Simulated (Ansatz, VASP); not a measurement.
## C in VASP and in Ansatz

```
CELL_PARAMETERS angstrom
1.23277 -2.13415 0.00000
1.23277 2.13415 0.00000
0.00000 0.00000 6.79898
ATOMIC_POSITIONS crystal
C 0.12078 0.93543 0.75000
C 0.58331 0.41669 0.25000
C 0.91669 0.08331 0.25000
C 0.41669 0.58331 0.75000
```

Alike in both runs: task single point; functional PBE; dispersion D3(BJ); k mesh 22 × 22 × 8; occupations gaussian, width 0.15 eV; no spin polarisation.

|  | VASP | Ansatz |
| --- | --- | --- |
| version | VASP 6.6.1 | Ansatz 0.2.0 |
| potentials or method | VASP PAW PBE potentials, release 64 (C), cutoff 520 eV | scalar-relativistic, plane waves, PAW |
| valence electrons in the cell | 16 | 16 |

```tsv
	VASP	Ansatz	Ansatz less VASP
pressure (GPa)	1.7	1.3	-0.41
traceless stress, the component that is largest in VASP (GPa)	3.32	3.26	-0.069
rms of the force components (eV/Å)	1.586	1.584	-0.0012
```

Atom by atom the forces differ by 0.001 eV/Å (rms over components).
